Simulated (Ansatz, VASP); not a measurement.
**SnTe3 in VASP and in Ansatz**

```xyz
8
Lattice="6.8209 0.0000 0.0000 -3.4104 5.9070 0.0000 0.0000 0.0000 5.8739" Properties=species:S:1:pos:R:3 pbc="T T T"
Sn    3.4104    1.9690    1.4685
Sn    0.0000    3.9380    4.4054
Te    1.7980    1.0381    4.4054
Te    5.0229    1.0381    4.4054
Te    3.4104    3.8309    4.4054
Te    1.6124    4.8690    1.4685
Te   -1.6124    4.8690    1.4685
Te    0.0000    2.0761    1.4685
```

Change from the starting cell: species swapped into the Na3Hg type (P6_3/mmc, No. 194).

Alike in both runs: functional PBE; k mesh 6 × 6 × 6; occupations gaussian, width 0.1 eV; no spin polarisation.

Ansatz relaxed the structure, and its values are those at the end. VASP's run is a single point on that final structure, the one shown.

|  | VASP | Ansatz |
| --- | --- | --- |
| version | VASP 6.6.1 | Ansatz 0.2.0 |
| potentials or method | VASP PAW PBE potentials, release 64 (Sn_d, Te), cutoff 520 eV | scalar-relativistic, plane waves, PAW |
| valence electrons in the cell | 64 | 124 |

VASP gave:

- gap on the k mesh at the Fermi level (eV): none
- pressure (GPa): -0.1

Q: Estimate Ansatz's values.

A: gap on the k mesh at the Fermi level (eV): none; pressure (GPa): 0.0.

A gap of «none» marks a metal or a gap that the smearing closes. With one functional, cell and mesh, what is left measures potentials, basis and numerics. VASP's potentials hold 64 valence electrons a cell and Ansatz's 124, so a difference there can come from the potentials and not from the codes.

Neither program's run includes spin-orbit coupling.
